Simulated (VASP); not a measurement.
# AlAs (F-43m) in VASP: a series of runs

Runs on AlAs. Level: r2SCAN. Tasks: single point.

Program: VASP 6.6.1. These are calculated values, not measurements. Logs are shortened: lines on timing, memory, paths and dates and some standing lists are left out, and cuts for length are marked.

## (1) The cell of the first run

Symmetry: F-43m, No. 216, cubic system. The conventional cell has a = 5.620 Å, b = 5.620 Å, c = 5.620 Å, α = 90.00°, β = 90.00°, γ = 90.00°. Al (site symmetry -43m) has 4 As at 2.43 Å within 3.2 Å. Within 3.2 Å of As (site symmetry -43m) lie 4 Al at 2.43 Å.

## (2) Single point, r2SCAN (22.19 Å³/atom)

POSCAR

```
AlAs
1.0
    0.0000000000      2.8102472028      2.8102472028
    2.8102472028      0.0000000000      2.8102472028
    2.8102472028      2.8102472028      0.0000000000
Al As
1 1
Direct
    0.0000000000      0.0000000000      0.0000000000
    0.2500000000      0.2500000000      0.2500000000
```

INCAR.step1

```
SYSTEM = AlAs
  PREC = Accurate
  ENCUT = 550
  ISMEAR = 0
  SIGMA = 0.01
  LREAL = .False.
  LASPH = .True.
  NELM = 120
  NBANDS = 11
  GGA = PE
  ALGO = Normal
  EDIFF = 1E-5
  LWAVE = .True.
  LCHARG = .False.
  GGA_COMPAT = .False.
```

INCAR.step2

```
SYSTEM = AlAs
  PREC = Accurate
  ENCUT = 550
  EDIFF = 1E-6
  ISMEAR = 0
  SIGMA = 0.01
  LREAL = .False.
  LASPH = .True.
  NELM = 120
  ALGO = Normal
  ISIF = 2
  LWAVE = .False.
  LCHARG = .False.
  METAGGA = R2SCAN
  LMIXTAU = .True.
  NBANDS = 11
  ISTART = 1
  GGA_COMPAT = .False.
```

KPOINTS

```
Automatic mesh
0
Gamma
  6 6 6
  0 0 0
```

Potentials or basis: VASP PAW PBE potentials, release 64 (Al, As).

Started as:

```sh
$ cat potpaw_PBE.64/Al/POTCAR potpaw_PBE.64/As/POTCAR > POTCAR
$ cp INCAR.step1 INCAR
$ mpirun -np 1 vasp_std > vasp.out
$ cp INCAR.step2 INCAR
$ mpirun -np 1 vasp_std > vasp.out
```

OUTCAR:

```text
SYSTEM = AlAs
   PREC = Accurate
   ENCUT = 550
   EDIFF = 1E-6
   ISMEAR = 0
   LREAL = .False.
   LASPH = .True.
   NELM = 120
   ISIF = 2
   METAGGA = R2SCAN
   ISTART = 1

 ion  position               nearest neighbor table
   1  0.000  0.000  0.000-   2 2.43   2 2.43   2 2.43   2 2.43
   2  0.250  0.250  0.250-   1 2.43   1 2.43   1 2.43   1 2.43

  LATTYP: Found a face centered cubic cell.
 ALAT       =     5.6204944056

  Lattice vectors:

 A1 = (   0.0000000000,   2.8102472028,   2.8102472028)
 A2 = (   2.8102472028,   0.0000000000,   2.8102472028)
 A3 = (   2.8102472028,   2.8102472028,   0.0000000000)

Analysis of symmetry for initial positions (statically):
=====================================================================
 Subroutine PRICEL returns:
 Original cell was already a primitive cell.

 Routine SETGRP: Setting up the symmetry group for a
 face centered cubic supercell.

 Subroutine GETGRP returns: Found 24 space group operations
 (whereof 24 operations were pure point group operations)
 out of a pool of 48 trial point group operations.

The static configuration has the point symmetry T_d .

Analysis of symmetry for dynamics (positions and initial velocities):
=====================================================================
 Subroutine PRICEL returns:
 Original cell was already a primitive cell.

 Routine SETGRP: Setting up the symmetry group for a
 face centered cubic supercell.

 Subroutine GETGRP returns: Found 24 space group operations
 (whereof 24 operations were pure point group operations)
 out of a pool of 48 trial point group operations.

The dynamic configuration has the point symmetry T_d .

 Subroutine INISYM returns: Found 24 space group operations
 (whereof 24 operations are pure point group operations),
 and found     1 'primitive' translations

----------------------------------------------------------------------------------------

                                     Primitive cell

  volume of cell :      44.3878

  direct lattice vectors                    reciprocal lattice vectors
     0.000000000  2.810247203  2.810247203    -0.177920291  0.177920291  0.177920291
     2.810247203  0.000000000  2.810247203     0.177920291 -0.177920291  0.177920291
     2.810247203  2.810247203  0.000000000     0.177920291  0.177920291 -0.177920291

  length of vectors
     3.974289708  3.974289708  3.974289708     0.308166984  0.308166984  0.308166984

  position of ions in fractional coordinates (direct lattice)
     0.000000000  0.000000000  0.000000000
     0.250000000  0.250000000  0.250000000

  ion indices of the primitive-cell ions
   primitive index   ion index
                 1           1
                 2           2

----------------------------------------------------------------------------------------

 KPOINTS: Automatic mesh

Automatic generation of k-mesh.
 Grid dimensions read from file:
 generate k-points for:    6    6    6

 Generating k-lattice:

  Cartesian coordinates                     Fractional coordinates (reciprocal lattice)
    -0.029653382  0.029653382  0.029653382     0.166666667  0.000000000  0.000000000
     0.029653382 -0.029653382  0.029653382     0.000000000  0.166666667  0.000000000
     0.029653382  0.029653382 -0.029653382     0.000000000  0.000000000  0.166666667

  Length of vectors
     0.051361164  0.051361164  0.051361164

  Shift w.r.t. Gamma in fractional coordinates (k-lattice)
     0.000000000  0.000000000  0.000000000

 Subroutine IBZKPT returns following result:
 ===========================================

 Found     16 irreducible k-points:

 Following reciprocal coordinates:
            Coordinates               Weight
  0.000000  0.000000  0.000000      1.000000
  0.166667  0.000000  0.000000      8.000000
  0.333333  0.000000  0.000000      8.000000
  0.500000  0.000000  0.000000      4.000000
  0.166667  0.166667  0.000000      6.000000
  0.333333  0.166667  0.000000     24.000000
[... 8 lines left out ...]
 -0.333333  0.333333  0.166667     24.000000
 -0.333333  0.500000  0.166667     12.000000
   k-points           NKPTS =     16   k-points in BZ     NKDIM =     16   number of bands    NBANDS=     11
   number of dos      NEDOS =    301   number of ions     NIONS =      2
   total plane-waves  NPLWV =  27000
   dimension x,y,z NGX =    30 NGY =   30 NGZ =   30
   dimension x,y,z NGXF=    60 NGYF=   60 NGZF=   60
   ions per type =               1   1
   NGX,Y,Z   is equivalent  to a cutoff of  12.55, 12.55, 12.55 a.u.
   NGXF,Y,Z  is equivalent  to a cutoff of  25.10, 25.10, 25.10 a.u.
 SYSTEM =  AlAs
   PREC   = accura    normal or accurate (medium, high low for compatibility)
   ISTART =      1    job   : 0-new  1-cont  2-samecut
   ICHARG =      0    charge: 1-file 2-atom 10-const
   ISPIN  =      1    spin polarized calculation?
   LNONCOLLINEAR =      F non collinear calculations
   LSORBIT =      F    spin-orbit coupling
   LASPH  =      T    aspherical Exc in radial PAW
   ENCUT  =  550.0 eV  40.42 Ry    6.36 a.u.   7.60  7.60  7.60*2*pi/ulx,y,z
   NELM   =    120;   NELMIN=  2; NELMDL=  0     # of ELM steps
   EDIFF  = 0.1E-05   stopping-criterion for ELM
   LREAL  =      F    real-space projection
   EDIFFG = 0.1E-04   stopping-criterion for IOM
   NSW    =      0    number of steps for IOM
   IBRION =     -1    ionic relax: 0-MD 1-quasi-New 2-CG
   NFREE  =      0    steps in history (QN), initial steepest desc. (CG)
   ISIF   =      2    stress and relaxation
   ISYM   =      2    0-nonsym 1-usesym 2-fastsym
   POTIM  = 0.5000    time-step for ionic-motion
   TEBEG  =    0.0;   TEEND  =   0.0 temperature during run
   PSTRESS=    0.0 pullay stress
   NELECT =       8.0000    total number of electrons
   NUPDOWN=      -1.0000    fix difference up-down
   EMIN   =  10.00;   EMAX   =-10.00  energy-range for DOS
   EFERMI =   0.00;   METHOD = LEGACY
   ISMEAR =     0;   SIGMA  =   0.01  broadening in eV -4-tet -1-fermi 0-gaus
   EFERMI_NEDOS =   21; number of points for ismear=-14 and -15
   IALGO  =     38    algorithm
   IMIX   =      4    mixing-type and parameters
     AMIX     =   0.40;   BMIX     =  1.00
     AMIX_MAG =   1.60;   BMIX_MAG =  1.00
  volume/ion in A,a.u.               =      22.19       149.77
  Fermi-wavevector in a.u.,A,eV,Ry     =   0.924734  1.747494 11.634798  0.855134
  Thomas-Fermi vector in A             =   2.050512
   LORBIT       =      0    0 simple, 1 ext, 2 COOP (PROOUT), +10 PAW based schemes
   METAGGA = R2SCAN    functional components
   LHFCALC =     F    Hartree Fock is set to
   AEXX    =    0.0000 exact exchange contribution
   IVDW    =     0    specifies the selected vdW correction
   LEPSILON=     F    determine dielectric tensor
   LRPA    =     F    only Hartree local field effects (RPA)
 non-spin polarized calculation
 Gauss-broadening in eV      SIGMA  =   0.01
  energy-cutoff  :      550.00
  volume of cell :       44.39
 maximum number of plane-waves:      1315
   NGX = 15   NGY = 15   NGZ = 15

 number of electron       8.0000001 magnetization

 Free energy of the ion-electron system (eV)
  ---------------------------------------------------
  ext. energy  EPLUGINS =         0.00000000
  ---------------------------------------------------
  free energy    TOTEN  =       -22.67698399 eV

  energy without entropy =      -22.67698399  energy(sigma->0) =      -22.67698399

 E-fermi :   3.9153     XC(G=0):  -9.5321

 val. band max:        3.8529434719   @ k =   0.0000   0.0000   0.0000
 cond. band min:       5.6080530010   @ k =   0.5000   0.5000   0.0000
 fundamental gap:      1.7551095291
 Fermi energy:         3.9152836256

 k-point     1 :       0.0000    0.0000    0.0000
  band No.  band energies     occupation
      1      -8.5907      2.00000
      2       3.8529      2.00000
      3       3.8529      2.00000
      4       3.8529      2.00000
      5       6.7474      0.00000
      6       8.6029      0.00000
      7       8.6029      0.00000
      8       8.6029      0.00000
      9      13.4141      0.00000
     10      13.4141      0.00000
     11      13.7289      0.00000

 k-point     2 :       0.1667    0.0000    0.0000
  band No.  band energies     occupation
      1      -8.3018      2.00000
      2       1.7626      2.00000
      3       3.5789      2.00000
      4       3.5789      2.00000
      5       7.3464      0.00000
      6       9.0649      0.00000
      7       9.0649      0.00000
      8       9.6984      0.00000
      9      12.6357      0.00000
     10      12.6357      0.00000
     11      14.5191      0.00000

 k-point     3 :       0.3333    0.0000    0.0000
  band No.  band energies     occupation
      1      -7.5680      2.00000
      2      -0.7827      2.00000
      3       3.1577      2.00000
      4       3.1577      2.00000
      5       6.8280      0.00000
      6       9.1809      0.00000
      7       9.1809      0.00000
      8      12.1154      0.00000
      9      13.5531      0.00000
     10      13.5531      0.00000
     11      14.1406      0.00000

 k-point     4 :       0.5000    0.0000    0.0000
  band No.  band energies     occupation
      1      -7.0529      2.00000
      2      -1.9426      2.00000
      3       2.9866      2.00000
      4       2.9866      2.00000
      5       6.5924      0.00000
      6       8.9732      0.00000
      7       8.9732      0.00000
      8      12.3022      0.00000
      9      16.1202      0.00000
     10      16.3062      0.00000
     11      16.3062      0.00000
[... 127 lines left out ...]
 k-point    14 :       0.5000    0.3333    0.1667
  band No.  band energies     occupation
      1      -6.9971      2.00000
      2      -0.9092      2.00000
      3       1.0103      2.00000
      4       2.1323      2.00000
      5       7.9475      0.00000
      6       8.9715      0.00000
      7       9.5573      0.00000
      8      12.5096      0.00000
      9      13.9123      0.00000
     10      15.4660      0.00000
     11      17.8690      0.00000

 k-point    15 :      -0.3333    0.3333    0.1667
  band No.  band energies     occupation
      1      -6.6028      2.00000
      2      -1.4342      2.00000
      3       0.5382      2.00000
      4       1.7312      2.00000
      5       8.2133      0.00000
      6       9.0030      0.00000
      7      11.2262      0.00000
      8      11.9304      0.00000
      9      12.9747      0.00000
     10      16.2969      0.00000
     11      17.5882      0.00000

 k-point    16 :      -0.3333    0.5000    0.1667
  band No.  band energies     occupation
      1      -6.4267      2.00000
      2      -1.5006      2.00000
      3       0.7643      2.00000
      4       1.0411      2.00000
      5       7.4118      0.00000
      6       8.4570      0.00000
      7      11.6993      0.00000
      8      12.3977      0.00000
      9      15.4411      0.00000
     10      17.0477      0.00000
     11      17.4961      0.00000

------------------------ aborting loop because EDIFF is reached ----------------------------------------

  FORCE on cell =-STRESS in cart. coord.  units (eV):
  Direction    XX          YY          ZZ          XY          YZ          ZX
  --------------------------------------------------------------------------------------
  -------------------------------------------------------------------------------------
  Total        0.6819090      0.6819090      0.6819090      0.0000000      0.0000000      0.0000000
  in kB       24.6135027     24.6135027     24.6135027      0.0000000      0.0000000      0.0000000
  external PRESSURE =      24.6135027 kB  Pullay stress =       0.0000000 kB

 VOLUME and BASIS-vectors are now :
 -----------------------------------------------------------------------------
  energy-cutoff  :      550.00
  volume of cell :       44.39
      direct lattice vectors                 reciprocal lattice vectors
     0.000000000  2.810247203  2.810247203    -0.177920291  0.177920291  0.177920291
     2.810247203  0.000000000  2.810247203     0.177920291 -0.177920291  0.177920291
     2.810247203  2.810247203  0.000000000     0.177920291  0.177920291 -0.177920291

 POSITION                                       TOTAL-FORCE (eV/Angst)
 -----------------------------------------------------------------------------------
      0.00000      0.00000      0.00000         0.000000      0.000000      0.000000
      1.40512      1.40512      1.40512        -0.000000     -0.000000     -0.000000
 -----------------------------------------------------------------------------------
    total drift:                                0.000000      0.000000      0.000000

  FREE ENERGIE OF THE ION-ELECTRON SYSTEM (eV)
  ---------------------------------------------------
  free  energy   TOTEN  =       -22.6769839896 eV

  energy  without entropy=      -22.6769839896  energy(sigma->0) =      -22.67698399
```

It took 59 s on 1 thread of Intel Xeon 8259CL, shared host; peak memory 0.17 GiB.

Results:

* Free energy: -22.6770 eV
* Pressure: 2.5 GPa
* Band gap on the k mesh: 1.76 eV (least direct gap 2.89 eV)

Levels at points of the mesh, in eV from the valence-band top:
```tsv
k point	band 1	band 2	band 3	band 4	band 5	band 6	band 7	band 8
(0.00, 0.00, 0.00)	-12.44	0.00	0.00	0.00	2.89	4.75	4.75	4.75
(0.50, 0.00, 0.00)	-10.91	-5.80	-0.87	-0.87	2.74	5.12	5.12	8.45
(0.50, 0.50, 0.00)	-10.31	-5.62	-2.29	-2.29	1.76	2.69	11.36	11.36
```

Caveat: the PAW data sets were made with another functional, which shifts forces and pressure a little.

## (3) Single point, r2SCAN

This run uses another cell than the first one, of 22.88 Å³/atom.

POSCAR

```
AlAs
1.0
    0.0000000000      2.8389251754      2.8389251754
    2.8389251754      0.0000000000      2.8389251754
    2.8389251754      2.8389251754      0.0000000000
Al As
1 1
Direct
    0.0000000000      0.0000000000      0.0000000000
    0.2500000000      0.2500000000      0.2500000000
```

INCAR.step1

```
ALGO     = Normal         # electronic algorithm
EDIFF    = 1E-5           # SCF threshold, eV
ENCUT    = 550            # plane-wave cutoff, eV
GGA      = PE             # functional
GGA_COMPAT= False        
ISMEAR   = 0              # smearing method
LASPH    = True           # aspherical terms in the spheres
LCHARG   = False          # write CHGCAR
LREAL    = False          # projectors in reciprocal space
LWAVE    = True           # write WAVECAR
NBANDS   = 11             # bands
NELM     = 120            # most SCF steps
PREC     = Accurate       # precision mode
SIGMA    = 0.01           # smearing width, eV
```

INCAR.step2

```
ALGO     = Normal         # electronic algorithm
EDIFF    = 1E-6           # SCF threshold, eV
ENCUT    = 550            # plane-wave cutoff, eV
GGA_COMPAT= False        
ISIF     = 2              # what is computed and relaxed
ISMEAR   = 0              # smearing method
ISTART   = 1            
LASPH    = True           # aspherical terms in the spheres
LCHARG   = True           # write CHGCAR
LELF     = True           # ELF
LMIXTAU  = True         
LREAL    = False          # projectors in reciprocal space
LVHAR    = True         
LWAVE    = False          # write WAVECAR
METAGGA  = R2SCAN         # meta-GGA
NBANDS   = 11             # bands
NELM     = 120            # most SCF steps
PREC     = Accurate       # precision mode
SIGMA    = 0.01           # smearing width, eV
```

KPOINTS

```
k-points
0
Gamma
  6 6 6
```

Potentials or basis: VASP PAW PBE potentials, release 64 (Al, As).

Started as:

```sh
$ cat potpaw_PBE.64/Al/POTCAR potpaw_PBE.64/As/POTCAR > POTCAR
$ cp INCAR.step1 INCAR
$ mpirun -np 1 vasp_std > vasp.out
$ cp INCAR.step2 INCAR
$ mpirun -np 1 vasp_std > vasp.out
```

It took 62 s on 1 thread of Intel Xeon 8259CL, shared host; peak memory 0.18 GiB.

Results (log left out):

- Free energy: -22.6871 eV
- Pressure: 0.0 GPa
- Band gap on the k mesh: 1.80 eV (least direct gap 2.63 eV)

Levels at points of the mesh, in eV from the valence-band top:
```
           k point  band 1  band 2  band 3  band 4  band 5  band 6  band 7  band 8
(0.00, 0.00, 0.00)  -12.27    0.00    0.00    0.00    2.63    4.69    4.69    4.69
(0.50, 0.00, 0.00)  -10.80   -5.66   -0.84   -0.84    2.61    5.09    5.09    8.38
(0.50, 0.50, 0.00)  -10.23   -5.51   -2.22   -2.22    1.80    2.68   11.11   11.11
```

Caveat: the PAW data sets were made with another functional, which shifts forces and pressure a little. r2SCAN opens gaps a little over a GGA but as a rule still falls short of measured ones.

[end of part 1 of 4]
